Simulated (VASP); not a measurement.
The system is AgI.

```xyz
4
Lattice="4.7904 0.0000 0.0000 -2.3952 4.1486 0.0000 0.0000 0.0000 7.8273" Properties=species:S:1:pos:R:3 pbc="T T T"
Ag    0.0000    2.7657    0.0000
Ag    2.3952    1.3829    3.9137
I     0.0000    2.7657    2.9352
I     2.3952    1.3829    6.8488
```

This cell differs from its parent crystal: strain +3.0%.

Base run:

* Program: VASP 6.6.1
* Functional: r2SCAN
* Potentials or basis: VASP PAW PBE potentials, release 64 (Ag, I)
* Cutoff: 550 eV
* k mesh: 6 × 6 × 4
* Occupations: gaussian, width 0.01 eV
* Spin: no spin polarisation

Its results: band gap on the k mesh 1.83 eV; pressure -2.1 GPa; largest force 0.005 eV/Å.

Question: The run is repeated on the same cell with these changes: functional from r2SCAN to PBE; cutoff from 550 eV to 500 eV; occupations from gaussian, width 0.01 eV to fermi-dirac, width 0.02 eV. What comes out?

Answer: Band gap on the k mesh 1.37 eV; pressure -1.5 GPa; largest force 0.003 eV/Å.

Caveats: spin-orbit coupling is left out, which moves the levels of the heavy elements; the PAW data sets were made with another functional, which shifts forces and pressure a little (at least some runs).

